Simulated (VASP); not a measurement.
Input of a VASP 6.6.1 run:

Contents of INCAR:

```
SYSTEM = Sb2Mo
PREC = Accurate ; ENCUT = 600
EDIFF = 1E-6 ; ISMEAR = -1
SIGMA = 0.05 ; LREAL = .False.
LASPH = .True. ; NELM = 100
ALGO = Normal ; ISIF = 3
LWAVE = .False. ; LCHARG = .False.
GGA = PE ; IBRION = 2
NSW = 100 ; EDIFFG = -0.005
```

Contents of KPOINTS:

```
regular mesh
0
Gamma
  10 10 10
  0 0 0
```

POSCAR

```
Sb2Mo
1.0
    0.0000000000      3.2324611581      3.2324611581
    3.2324611581      0.0000000000      3.2324611581
    3.2324611581      3.2324611581      0.0000000000
Mo Sb
1 2
Direct
    0.0000000000      0.0000000000      0.0000000000
    0.2500000000      0.2500000000      0.2500000000
    0.7500000000      0.7500000000      0.7500000000
```

Potentials or basis: VASP PAW PBE potentials, release 64 (Mo_sv, Sb).

Command:

```console
$ cat potpaw_PBE.64/Mo_sv/POTCAR potpaw_PBE.64/Sb/POTCAR > POTCAR
$ mpirun -np 1 vasp_std > vasp.out
```

(1) Predict the space group after relaxing (to 0.05 Å).

(2) Predict the relaxed volume.

Answers

(1) Fm-3m (No. 225).

(2) 23.93 Å³/atom.
